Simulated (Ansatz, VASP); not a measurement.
SnO in VASP and in Ansatz

```xyz
2
Lattice="0.0000 2.6529 2.6529 2.6529 0.0000 2.6529 2.6529 2.6529 0.0000" Properties=species:S:1:pos:R:3 pbc="T T T"
Sn    0.0000    0.0000    0.0000
O     1.3265    1.3265    1.3265
```

Alike in both runs: task single point; functional r2SCAN; k mesh 6 × 6 × 6; occupations fermi-dirac, width 0.02 eV; no spin polarisation.

|  | VASP | Ansatz |
| --- | --- | --- |
| version | VASP 6.6.1 | Ansatz 0.2.0 |
| potentials or method | VASP PAW PBE potentials, release 64 (Sn_d, O) | plane waves, PAW |
| plane-wave cutoff (eV) | 520 | 500 |
| valence electrons in the cell | 20 | 20 |

|  | VASP | Ansatz | Ansatz less VASP |
| --- | --- | --- | --- |
| pressure (GPa) | 5.2 | 4.8 | -0.45 |

VASP's potentials were made for PBE, not for r2SCAN.
